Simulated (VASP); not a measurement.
Crystal: Zr3SnSe.

```
Zr Sn Se
1.0
     4.29681    0.00000    0.00000
     0.00000    4.29681    0.00000
     0.00000    0.00000    5.44618
Zr Sn Se
3 1 1
Direct
  0.50000 0.50000 0.12010
  0.00000 0.50000 0.52090
  0.50000 0.00000 0.52090
  0.00000 0.00000 0.00000
  0.50000 0.50000 0.68000
```

The cell was generated, and may not be a known phase.

| Property | Result |
| --- | --- |
| Program | VASP 6.6.1 |
| Task | relaxation of cell and atoms |
| Functional | PBE |
| Potentials or basis | VASP PAW PBE potentials, release 64 (Zr_sv, Sn_d, Se) |
| Cutoff | 600 eV |
| k mesh | 4 × 4 × 4 |
| Occupations | gaussian, width 0.1 eV |
| Spin | no spin polarisation |

At the start: pressure 31.3 GPa; volume 20.11 Å³/atom.

Task: Where does the relaxation end?

Result: Over 31 steps the energy falls by 863.9 meV/atom and the volume is 25.69 Å³/atom (+27.7 %); space group P4mm (No. 99, to 0.1 Å) before and after.

The path:
| step | energy change (eV) | largest force (eV/Å) | pressure (GPa) | volume (Å³) |
| --- | --- | --- | --- | --- |
| 1 | 0.0000 | 3.9406 | 31.26 | 100.55 |
| 2 | -0.0049 | 2.3305 | -12.51 | 168.77 |
| 3 | -2.4370 | 1.6339 | -1.69 | 127.83 |
| 4 | -2.4464 | 1.5928 | -0.75 | 126.34 |
| 5 | -2.4473 | 1.5731 | -0.30 | 125.65 |
| 6 | -2.6540 | 1.2915 | -1.04 | 126.41 |
| 7 | -2.7357 | 1.4220 | -0.93 | 127.74 |
| 8 | -2.8649 | 1.5812 | -0.58 | 127.20 |
| 9 | -3.0023 | 1.9554 | 0.85 | 125.91 |
| 10 | -3.1246 | 1.4158 | -0.25 | 127.13 |
| 11 | -3.2115 | 1.0478 | -1.89 | 129.54 |
| 12 | -3.2961 | 0.9033 | -0.81 | 127.99 |
| 13 | -3.3706 | 0.7239 | 1.56 | 125.12 |
| 14 | -3.4700 | 0.5168 | 0.93 | 126.77 |
| 15 | -3.5047 | 1.2670 | 0.63 | 128.19 |
| 16 | -3.5084 | 1.5239 | 0.55 | 128.75 |
| 17 | -3.6230 | 1.4524 | -0.50 | 131.13 |
| 18 | -3.8607 | 0.9449 | -3.08 | 137.91 |
| 19 | -3.9802 | 0.7932 | -1.39 | 135.33 |
| 20 | -4.0197 | 1.0825 | 0.22 | 133.12 |
| 21 | -4.0207 | 1.1980 | 0.56 | 132.69 |
| 22 | -4.0982 | 1.2493 | 0.40 | 132.30 |
| 23 | -4.1719 | 1.1039 | 0.04 | 131.21 |
| 24 | -4.1761 | 1.1490 | 0.06 | 131.47 |
| 25 | -4.2442 | 0.7036 | -0.69 | 131.52 |
| 26 | -4.2885 | 0.1445 | -1.53 | 131.58 |
| 27 | -4.3079 | 0.3362 | 0.98 | 127.16 |
| 28 | -4.3101 | 0.2835 | 0.36 | 128.18 |
| 29 | -4.3187 | 0.1235 | 0.18 | 128.11 |
| 30 | -4.3192 | 0.0679 | 0.13 | 128.08 |
| 31 | -4.3197 | 0.0374 | -0.15 | 128.45 |

Final structure:
```xyz
5
Lattice="4.2082 0.0000 0.0000 0.0000 4.2082 0.0000 0.0000 0.0000 7.2533" Properties=species:S:1:pos:R:3 pbc="T T T"
Zr    2.1041    2.1041    0.6409
Zr    0.0000    2.1041    3.2701
Zr    2.1041    0.0000    3.2701
Sn    0.0000    0.0000    1.0325
Se    2.1041    2.1041    5.1463
```

Caveat: the k points lie up to 0.37 Å⁻¹ apart in the final cell; the volume moved by over 15 % at a fixed basis, so the end points are rough.
